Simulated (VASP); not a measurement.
The system is CuO.

```
Cu O
1.0
     2.33985   -1.73840    0.00000
     2.33985    1.73840    0.00000
    -0.76940    0.00000    5.06115
Cu O
2 2
Direct
  0.00000 0.50000 0.00000
  0.50000 0.00000 0.50000
  0.53790 0.46210 0.25000
  0.46210 0.53790 0.75000
```

Base run:

* Program: VASP 6.6.1
* Functional: r2SCAN
* Potentials or basis: VASP PAW PBE potentials, release 64 (Cu, O)
* Cutoff: 520 eV
* k mesh: 8 × 8 × 5
* Occupations: gaussian, width 0.1 eV
* Spin: collinear spin
* Starting moments: [1.1, 1.1, 0.0, 0.0] μB
* Fixed moment: 2.2 μB

Its results: pressure 5.6 GPa; site moments Cu +0.68; O +0.37 μB; largest force 0.537 eV/Å.

Task: The run is repeated on the same cell with these changes: fixed moment from 2.2 μB to 3.08 μB; moments at the start from [1.1, 1.1, 0.0, 0.0] to [1.54, 1.54, 0.0, 0.0]. What comes out?

Result: Pressure 11.9 GPa; site moments Cu +0.86; O +0.52 μB; largest force 0.507 eV/Å.

Caveats: the PAW data sets were made with another functional, which shifts forces and pressure a little; the total moment is fixed, so each spin has its own Fermi level and the state may be an excited one; the stress differs along the axes, from 1 to 9 GPa (at least some runs); the stress differs along the axes, from 5 to 16 GPa (at least some runs).
